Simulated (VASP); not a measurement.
Here is a VASP 6.6.1 calculation.

Contents of INCAR:

```
SYSTEM = AlSi2B
PREC = Accurate
ENCUT = 600
EDIFF = 1E-7
ISMEAR = 0
SIGMA = 0.1
LREAL = .FALSE.
LASPH = .TRUE.
NELM = 60
ALGO = Normal
ISIF = 3
LWAVE = .FALSE.
LCHARG = .FALSE.
GGA = PE
IBRION = 2
NSW = 90
EDIFFG = -0.04
```

The input KPOINTS:

```
regular mesh
0
G
  6 6 4
  0 0 0
```

Contents of POSCAR:

```
AlSi2B
1.0
    3.1574923400      0.0000000000      0.0000000000
   -1.5787461700      2.7344685800      0.0000000000
    0.0000000000      0.0000000000      7.4031388800
Al Si B
1 2 1
Direct
    0.0000000000      0.0000000000      0.0000000000
    0.3333333300      0.6666666700      0.2654210200
    0.3333333300      0.6666666700      0.7345789800
    0.6666666700      0.3333333300      0.5000000000
```

Potentials or basis: VASP PAW PBE potentials, release 64 (Al, Si, B).

Command:

```bash
$ cat potpaw_PBE.64/Al/POTCAR potpaw_PBE.64/Si/POTCAR potpaw_PBE.64/B/POTCAR > POTCAR
$ mpirun -np 1 vasp_std > vasp.out
```

(1) Estimate the relaxed cell.

(2) Predict the space group after relaxing (to 0.05 Å).

(3) Estimate the relaxed volume.

(4) Predict the band gap on the k mesh.

## Answers

(1) a = 3.113 Å, b = 3.113 Å, c = 6.423 Å, α = 90.00°, β = 90.00°, γ = 120.00°.

(2) P-6m2 (No. 187).

(3) 13.48 Å³/atom.

(4) zero (band 7 reaches 13.66 eV, above the bottom of band 8 at 6.47 eV).

Caveat: the k points lie up to 0.39 Å⁻¹ apart in the final cell; the volume moved by over 15 % at a fixed basis, so the end points are rough.
